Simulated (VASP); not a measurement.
# TaSi2 (Fddd) in VASP: a series of runs

The runs below take TaSi2 through single point, relaxation of cell and atoms, with PBE.

Program: VASP 6.6.1. These are calculated values, not measurements. Logs are shortened: lines on timing, memory, paths and dates and some standing lists are left out, and cuts for length are marked.

## Step 1: The cell of the first run

The structure is orthorhombic, space group Fddd (No. 70). Conventional cell: a = 4.786 Å, b = 8.466 Å, c = 8.740 Å, α = 90.00°, β = 90.00°, γ = 90.00°. Ta (site symmetry 222) has 10 Si at 2.63 to 2.96 Å and 4 Ta at 3.27 Å within 3.5 Å. Si (site symmetry 2) has 9 Si at 2.53 to 3.27 Å and 5 Ta at 2.63 to 2.96 Å within 3.3 Å.

## Step 2: Single point, PBE

The input, INCAR:

```
PREC = Accurate
ENCUT = 520
EDIFF = 1E-6
ISMEAR = 0
SIGMA = 0.2
LREAL = F
LASPH = T
NELM = 80
ALGO = Normal
ISIF = 2
LWAVE = F
LCHARG = F
GGA = PE
NBANDS = 28
```

The input, KPOINTS:

```
regular mesh
0
Gamma
  4 4 4
```

The input, POSCAR:

```
TaSi2
1.0
    0.0000000000      4.2328169194      4.3700997992
    2.3931611018      0.0000000000      4.3700997992
    2.3931611018      4.2328169194      0.0000000000
Ta Si
2 4
Direct
    0.5000000000      0.5000000000      0.5000000000
    0.7500000000      0.7500000000      0.7500000000
    0.8495090538      0.1504909462      0.8495090538
    0.4004909462      0.0995090538      0.4004909462
    0.0995090538      0.4004909462      0.0995090538
    0.1504909462      0.8495090538      0.1504909462
```

Potentials or basis: VASP PAW PBE potentials, release 64 (Ta_pv, Si).

Started as:

```console
cat potpaw_PBE.64/Ta_pv/POTCAR potpaw_PBE.64/Si/POTCAR > POTCAR
mpirun -np 1 vasp_std > vasp.out
```

OUTCAR:

```text
PREC = Accurate
   ENCUT = 520
   EDIFF = 1E-6
   ISMEAR = 0
   LREAL = F
   LASPH = T
   NELM = 80
   ISIF = 2
   GGA = PE

 ion  position               nearest neighbor table
   1  0.500  0.500  0.500-   5 2.63   4 2.63   5 2.63   4 2.63   6 2.71   6 2.71   3 2.71   3 2.71
                             3 2.96   6 2.96   2 3.27   2 3.27   2 3.27   2 3.27
   2  0.750  0.750  0.750-   3 2.63   6 2.63   3 2.63   6 2.63   4 2.71   4 2.71   5 2.71   5 2.71
                             5 2.96   4 2.96   1 3.27   1 3.27   1 3.27   1 3.27
   3  0.850  0.150  0.850-   4 2.53   4 2.53   6 2.55   2 2.63   2 2.63   1 2.71   1 2.71   6 2.93
                             6 2.93   1 2.96
   4  0.400  0.100  0.400-   3 2.53   3 2.53   5 2.55   1 2.63   1 2.63   2 2.71   2 2.71   5 2.93
                             5 2.93   2 2.96
   5  0.100  0.400  0.100-   6 2.53   6 2.53   4 2.55   1 2.63   1 2.63   2 2.71   2 2.71   4 2.93
                             4 2.93   2 2.96
   6  0.150  0.850  0.150-   5 2.53   5 2.53   3 2.55   2 2.63   2 2.63   1 2.71   1 2.71   3 2.93
                             3 2.93   1 2.96

  LATTYP: Found a face centered orthorhombic cell.
 ALAT       =     4.7863222036
 B/A-ratio  =     1.7687137386
 C/A-ratio  =     1.8260784015

  Lattice vectors:

 A1 = (   0.0000000000,   4.2328169194,   4.3700997992)
 A2 = (   2.3931611018,   0.0000000000,   4.3700997992)
 A3 = (   2.3931611018,   4.2328169194,   0.0000000000)

Analysis of symmetry for initial positions (statically):
=====================================================================
 Subroutine PRICEL returns:
 Original cell was already a primitive cell.

 Routine SETGRP: Setting up the symmetry group for a
 face centered orthorhombic supercell.

 Subroutine GETGRP returns: Found  8 space group operations
 (whereof  4 operations were pure point group operations)
 out of a pool of  8 trial point group operations.

The static configuration has the point symmetry D_2 .
 The point group associated with its full space group is D_2h.

Analysis of symmetry for dynamics (positions and initial velocities):
=====================================================================
 Subroutine PRICEL returns:
 Original cell was already a primitive cell.

 Routine SETGRP: Setting up the symmetry group for a
 face centered orthorhombic supercell.

 Subroutine GETGRP returns: Found  8 space group operations
 (whereof  4 operations were pure point group operations)
 out of a pool of  8 trial point group operations.

The dynamic configuration has the point symmetry D_2 .
 The point group associated with its full space group is D_2h.

 Subroutine INISYM returns: Found  8 space group operations
 (whereof  4 operations are pure point group operations),
 and found     1 'primitive' translations

----------------------------------------------------------------------------------------

                                     Primitive cell

  volume of cell :      88.5366

  direct lattice vectors                    reciprocal lattice vectors
     0.000000000  4.232816919  4.370099799    -0.208928684  0.118124646  0.114413863
     2.393161102  0.000000000  4.370099799     0.208928684 -0.118124646  0.114413863
     2.393161102  4.232816919  0.000000000     0.208928684  0.118124646 -0.114413863

  length of vectors
     6.083955237  4.982468496  4.862505438     0.265885613  0.265885613  0.265885613

  position of ions in fractional coordinates (direct lattice)
     0.500000000  0.500000000  0.500000000
     0.750000000  0.750000000  0.750000000
     0.849509054  0.150490946  0.849509054
     0.400490946  0.099509054  0.400490946
     0.099509054  0.400490946  0.099509054
     0.150490946  0.849509054  0.150490946

  ion indices of the primitive-cell ions
   primitive index   ion index
                 1           1
                 2           2
                 3           3
                 4           4
                 5           5
                 6           6

----------------------------------------------------------------------------------------

 KPOINTS: regular mesh

Automatic generation of k-mesh.
 Grid dimensions read from file:
 generate k-points for:    4    4    4

 Generating k-lattice:

  Cartesian coordinates                     Fractional coordinates (reciprocal lattice)
    -0.052232171  0.029531161  0.028603466     0.250000000  0.000000000  0.000000000
     0.052232171 -0.029531161  0.028603466     0.000000000  0.250000000 -0.000000000
     0.052232171  0.029531161 -0.028603466     0.000000000 -0.000000000  0.250000000

  Length of vectors
     0.066471403  0.066471403  0.066471403

  Shift w.r.t. Gamma in fractional coordinates (k-lattice)
     0.000000000  0.000000000  0.000000000

 Subroutine IBZKPT returns following result:
 ===========================================

 Found     18 irreducible k-points:

 Following reciprocal coordinates:
            Coordinates               Weight
  0.000000  0.000000  0.000000      1.000000
  0.250000  0.000000  0.000000      8.000000
  0.500000  0.000000  0.000000      4.000000
  0.250000  0.250000  0.000000      2.000000
  0.500000  0.250000  0.000000      8.000000
 -0.250000  0.250000 -0.000000      4.000000
[... 10 lines left out ...]
 -0.250000  0.250000  0.500000      2.000000
  0.000000  0.500000  0.500000      1.000000
   k-points           NKPTS =     18   k-points in BZ     NKDIM =     18   number of bands    NBANDS=     28
   number of dos      NEDOS =    301   number of ions     NIONS =      6
   total plane-waves  NPLWV =  69120
   dimension x,y,z NGX =    48 NGY =   40 NGZ =   36
   dimension x,y,z NGXF=    96 NGYF=   80 NGZF=   72
   ions per type =               2   4
   NGX,Y,Z   is equivalent  to a cutoff of  13.12, 13.35, 12.31 a.u.
   NGXF,Y,Z  is equivalent  to a cutoff of  26.23, 26.69, 24.62 a.u.
 SYSTEM =  unknown system
   PREC   = accura    normal or accurate (medium, high low for compatibility)
   ISTART =      0    job   : 0-new  1-cont  2-samecut
   ICHARG =      2    charge: 1-file 2-atom 10-const
   ISPIN  =      1    spin polarized calculation?
   LNONCOLLINEAR =      F non collinear calculations
   LSORBIT =      F    spin-orbit coupling
   LASPH  =      T    aspherical Exc in radial PAW
   ENCUT  =  520.0 eV  38.22 Ry    6.18 a.u.  11.31  9.26  9.04*2*pi/ulx,y,z
   NELM   =     80;   NELMIN=  2; NELMDL= -5     # of ELM steps
   EDIFF  = 0.1E-05   stopping-criterion for ELM
   LREAL  =      F    real-space projection
   EDIFFG = 0.1E-04   stopping-criterion for IOM
   NSW    =      0    number of steps for IOM
   IBRION =     -1    ionic relax: 0-MD 1-quasi-New 2-CG
   NFREE  =      0    steps in history (QN), initial steepest desc. (CG)
   ISIF   =      2    stress and relaxation
   ISYM   =      2    0-nonsym 1-usesym 2-fastsym
   POTIM  = 0.5000    time-step for ionic-motion
   TEBEG  =    0.0;   TEEND  =   0.0 temperature during run
   PSTRESS=    0.0 pullay stress
   NELECT =      38.0000    total number of electrons
   NUPDOWN=      -1.0000    fix difference up-down
   EMIN   =  10.00;   EMAX   =-10.00  energy-range for DOS
   EFERMI =   0.00;   METHOD = LEGACY
   ISMEAR =     0;   SIGMA  =   0.20  broadening in eV -4-tet -1-fermi 0-gaus
   EFERMI_NEDOS =   21; number of points for ismear=-14 and -15
   IALGO  =     38    algorithm
   IMIX   =      4    mixing-type and parameters
     AMIX     =   0.40;   BMIX     =  1.00
     AMIX_MAG =   1.60;   BMIX_MAG =  1.00
  volume/ion in A,a.u.               =      14.76        99.58
  Fermi-wavevector in a.u.,A,eV,Ry     =   1.234890  2.333605 20.748265  1.524954
  Thomas-Fermi vector in A             =   2.369562
   LORBIT       =      0    0 simple, 1 ext, 2 COOP (PROOUT), +10 PAW based schemes
   GGA     = PE    functional components
   LHFCALC =     F    Hartree Fock is set to
   AEXX    =    0.0000 exact exchange contribution
   IVDW    =     0    specifies the selected vdW correction
   LEPSILON=     F    determine dielectric tensor
   LRPA    =     F    only Hartree local field effects (RPA)
 non-spin polarized calculation
 Gauss-broadening in eV      SIGMA  =   0.20
  energy-cutoff  :      520.00
  volume of cell :       88.54
 maximum number of plane-waves:      2395
 NGX is ok and might be reduce to    48
   NGX = 23   NGY = 19   NGZ = 19

 number of electron      38.0000002 magnetization

 Free energy of the ion-electron system (eV)
  ---------------------------------------------------
  ext. energy  EPLUGINS =         0.00000000
  ---------------------------------------------------
  free energy    TOTEN  =       -47.95129565 eV

  energy without entropy =      -47.91243976  energy(sigma->0) =      -47.93186770

 E-fermi :   9.2468     XC(G=0): -11.9774

 val. band max:        9.1650944374   @ k =   0.0000   0.2500   0.2500
 cond. band min:       9.3165288711   @ k =  -0.2500   0.2500   0.5000
 fundamental gap:      0.1514344337
 Fermi energy:         9.2468445689

 k-point     1 :       0.0000    0.0000    0.0000
  band No.  band energies     occupation
      1     -25.2967      2.00000
      2     -25.2938      2.00000
      3     -25.1414      2.00000
      4     -25.1236      2.00000
      5     -25.1206      2.00000
      6     -25.1106      2.00000
[... 20 lines left out ...]
     27      13.8141      0.00000
     28      13.8927      0.00000

 k-point     2 :       0.2500    0.0000    0.0000
  band No.  band energies     occupation
      1     -25.3023      2.00000
      2     -25.2771      2.00000
      3     -25.1756      2.00000
      4     -25.1215      2.00000
      5     -25.1147      2.00000
      6     -25.1059      2.00000
[... 20 lines left out ...]
     27      13.8372      0.00000
     28      14.0359      0.00000

 k-point     3 :       0.5000    0.0000    0.0000
  band No.  band energies     occupation
      1     -25.3089      2.00000
      2     -25.2457      2.00000
      3     -25.2203      2.00000
      4     -25.1144      2.00000
      5     -25.1131      2.00000
      6     -25.1054      2.00000
[... 430 lines left out ...]
      3     -25.1587      2.00000
      4     -25.1587      2.00000
      5     -25.0937      2.00000
      6     -25.0937      2.00000
[... 20 lines left out ...]
     27      13.9803      0.00000
     28      13.9803      0.00000

 k-point    18 :       0.0000    0.5000    0.5000
  band No.  band energies     occupation
      1     -25.3283      2.00000
      2     -25.3283      2.00000
      3     -25.1334      2.00000
      4     -25.1334      2.00000
      5     -25.0920      2.00000
      6     -25.0920      2.00000
[... 20 lines left out ...]
     27      14.0401      0.00000
     28      14.1089      0.00000

------------------------ aborting loop because EDIFF is reached ----------------------------------------

  FORCE on cell =-STRESS in cart. coord.  units (eV):
  Direction    XX          YY          ZZ          XY          YZ          ZX
  --------------------------------------------------------------------------------------
  -------------------------------------------------------------------------------------
  Total        0.1676481      0.0890853     -0.3188067      0.0000000      0.0000000      0.0000000
  in kB        3.0337958      1.6121075     -5.7691955      0.0000000      0.0000000      0.0000000
  external PRESSURE =      -0.3744307 kB  Pullay stress =       0.0000000 kB

 VOLUME and BASIS-vectors are now :
 -----------------------------------------------------------------------------
  energy-cutoff  :      520.00
  volume of cell :       88.54
      direct lattice vectors                 reciprocal lattice vectors
     0.000000000  4.232816919  4.370099799    -0.208928684  0.118124646  0.114413863
     2.393161102  0.000000000  4.370099799     0.208928684 -0.118124646  0.114413863
     2.393161102  4.232816919  0.000000000     0.208928684  0.118124646 -0.114413863

 POSITION                                       TOTAL-FORCE (eV/Angst)
 -----------------------------------------------------------------------------------
      2.39316      4.23282      4.37010        -0.000000     -0.000000      0.000000
      3.58974      6.34923      6.55515         0.000000      0.000000     -0.000000
      2.39316      7.19163      4.37010        -0.000000      0.007893      0.000000
      1.19658      3.39041      2.18505        -0.000000     -0.007893      0.000000
      1.19658      0.84241      2.18505        -0.000000      0.007893      0.000000
      2.39316      1.27400      4.37010        -0.000000     -0.007893      0.000000
 -----------------------------------------------------------------------------------
    total drift:                               -0.000000     -0.000000     -0.000000

  FREE ENERGIE OF THE ION-ELECTRON SYSTEM (eV)
  ---------------------------------------------------
  free  energy   TOTEN  =       -47.9512956454 eV

  energy  without entropy=      -47.9124397630  energy(sigma->0) =      -47.93186770
```

Wall time 51 s (1 thread of Intel Xeon 6975P-C (Granite Rapids), shared host); peak memory 0.26 GiB.

Results:

```yaml
Free_energy: -47.9513 eV
Pressure: 0.0 GPa
Largest_force: 0.008 eV/Å
Band_gap_on_the_k_mesh: zero (bands 19 and 20 overlap by 1.35 eV)
```

Forces in eV/Å, atoms in the order of the input:
```
Ta   0.000  0.000  0.000
Ta   0.000  0.000  0.000
Si   0.000  0.008  0.000
Si   0.000 -0.008  0.000
Si   0.000  0.008  0.000
Si   0.000 -0.008  0.000
```

Caveat: the k points lie up to 0.42 Å⁻¹ apart, too coarse for converged energies and pressures of a metal; spin-orbit coupling is left out, which moves the levels of the heavy elements.

(Continued in part 2 of 2.)
